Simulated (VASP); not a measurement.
**Ta: single point with r2SCAN**

Ta:

```
CELL_PARAMETERS angstrom
-1.65216 1.65216 1.65216
1.65216 -1.65216 1.65216
1.65216 1.65216 -1.65216
ATOMIC_POSITIONS crystal
Ta 0.00000 0.00000 0.00000
```

```
Program                : VASP 6.6.1
Task                   : single point
Functional             : r2SCAN
Potentials or basis    : VASP PAW PBE potentials, release 64 (Ta_pv)
Cutoff                 : 520 eV
k mesh                 : 18 × 18 × 18
Occupations            : gaussian, width 0.05 eV
Spin                   : no spin polarisation
Dipole correction      : no
Further INCAR settings : ALGO = Normal; EDIFF = 1e-06; NBANDS = 12
```

```
Pressure : 0.6 GPa
```

Levels at points of the mesh, in eV from the Fermi level:
| k point | band 2 | band 3 | band 4 | band 5 | band 6 | band 7 | band 8 | band 9 | band 10 | band 11 |
| --- | --- | --- | --- | --- | --- | --- | --- | --- | --- | --- |
| (0.00, 0.00, 0.00) | -34.23 | -34.23 | -8.32 | 0.84 | 0.84 | 0.84 | 4.33 | 4.33 | 12.11 | 15.77 |
| (0.50, 0.00, 0.00) | -34.62 | -34.23 | -4.55 | -1.56 | 1.46 | 4.20 | 5.26 | 8.08 | 12.07 | 12.39 |
| (0.50, 0.50, 0.50) | -35.08 | -35.08 | -3.93 | -3.93 | 7.10 | 7.10 | 7.10 | 9.00 | 9.00 | 9.00 |

Run time: 93 s on 1 thread of Intel Xeon 6975P-C (shared host), peak memory 0.17 GiB.

Caveat: the PAW data sets were made with another functional, which shifts forces and pressure a little; spin-orbit coupling is left out, which moves the levels of the heavy elements.
